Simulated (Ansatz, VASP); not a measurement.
# WO: VASP beside Ansatz

```
W O
1.0
     0.00000    2.32347    2.32347
     2.32347    0.00000    2.32347
     2.32347    2.32347    0.00000
W O
1 1
Direct
  0.00000 0.00000 0.00000
  0.25000 0.25000 0.25000
```

Alike in both runs: task single point; functional PBEsol; k mesh 16 × 16 × 16; occupations gaussian, width 0.05 eV; collinear spin; Hubbard terms W d U = 4.0 eV.

```csv
,VASP,Ansatz
version,VASP 6.6.1,Ansatz 0.2.0
potentials or method,"VASP PAW PBE potentials, release 64 (W_sv, O), cutoff 520 eV","scalar-relativistic, plane waves, PAW"
valence electrons in the cell,20,20
```

Ansatz gave:

* pressure (GPa): 16.4
* net moment per atom (μB): 1.00
* size of the moment on the site where the two differ most (μB): 0.90

Task: Estimate VASP's values.

Result: Pressure (GPa): 22.2; net moment per atom (μB): 1.00; size of the moment on the site where the two differ most (μB): 1.61.

VASP's potentials were made for PBE, not for PBEsol. Site moments also hang on the region over which each program counts them. The programs project onto different local orbitals, so the same U acts differently, and such runs can settle in different states.

Neither program's run includes spin-orbit coupling.
